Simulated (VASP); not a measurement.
Write the native input for VASP 6.6.1 that does the following.

```yaml
Task: single point
Functional: PBE
Potentials_or_basis: VASP PAW PBE potentials, release 64 (Hf_pv, O)
Cutoff: 520 eV
k_mesh: 6 × 6 × 4
Occupations: gaussian, width 0.05 eV
Spin: no spin polarisation
Dipole_correction: no
Further_INCAR_settings: ALGO = Normal; EDIFF = 1e-06; NBANDS = 31
```

The structure of HfO2 lies in POSCAR:

```
HfO2
1.0
    3.6043047840      0.0000000000      0.0000000000
    0.0000000000      3.6043047840      0.0000000000
    0.0000000000      0.0000000000      4.6717709461
Hf O
2 4
Direct
    0.5000000000      0.5000000000      0.5000000000
    0.0000000000      0.0000000000      0.0000000000
    0.0000000000      0.5000000000      0.6932520948
    0.5000000000      0.0000000000      0.8067479052
    0.5000000000      0.0000000000      0.3067479052
    0.0000000000      0.5000000000      0.1932520948
```

This cell differs from its parent crystal: strain -0.1125 x Voigt [0, 0, 1, 0, 0, 0].

These files were run (other wordings do the same):

INCAR

```
SYSTEM = HfO2
  ALGO = Normal
  EDIFF = 1E-6
  ENCUT = 520
  GGA = PE
  ISIF = 2
  ISMEAR = 0
  LASPH = .TRUE.
  LCHARG = .FALSE.
  LREAL = .FALSE.
  LWAVE = .FALSE.
  NBANDS = 31
  NELM = 100
  PREC = Accurate
  SIGMA = 0.05
```

KPOINTS

```
k-points
0
G
  6 6 4
  0 0 0
```

Potentials or basis: VASP PAW PBE potentials, release 64 (Hf_pv, O).

Run with:

```bash
$ cat potpaw_PBE.64/Hf_pv/POTCAR potpaw_PBE.64/O/POTCAR > POTCAR
$ mpirun -np 1 vasp_std > vasp.out
```

Results of the run:

| Quantity | Value |
| --- | --- |
| Pressure | 29.0 GPa |
| Largest force | 0.795 eV/Å |
| Band gap on the k mesh | 3.21 eV, indirect (least direct gap 3.24 eV) |

Caveat: the cell differs from its parent crystal (strain -0.1125 x Voigt [0, 0, 1, 0, 0, 0]); spin-orbit coupling is left out, which moves the levels of the heavy elements.

Run time: 28 s on 1 thread of AMD EPYC 9R45 (Zen 5) (shared host), peak memory 0.16 GiB.
